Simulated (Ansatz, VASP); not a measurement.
Na in VASP and in Ansatz

```
Na
1.0
     0.00000    3.71398    3.71398
     3.71398    0.00000    3.71398
     3.71398    3.71398    0.00000
Na
2
Direct
  0.12500 0.12500 0.12500
  0.87500 0.87500 0.87500
```

Alike in both runs: task single point; functional revPBE; k mesh 8 × 8 × 8; occupations fermi-dirac, width 0.1 eV; no spin polarisation.

|  | VASP | Ansatz |
| --- | --- | --- |
| version | VASP 6.6.1 | Ansatz 0.2.0 |
| potentials or method | VASP PAW PBE potentials, release 64 (Na_pv), cutoff 520 eV | plane waves (420 eV) with PAW, scalar-relativistic |
| valence electrons in the cell | 14 | 18 |

```tsv
	VASP	Ansatz	Ansatz less VASP
pressure (GPa)	0.4	0.4	+0.01
```

VASP's potentials were made for PBE, not for revPBE. VASP's potentials hold 14 valence electrons a cell and Ansatz's 18, so a difference there can come from the potentials and not from the codes.
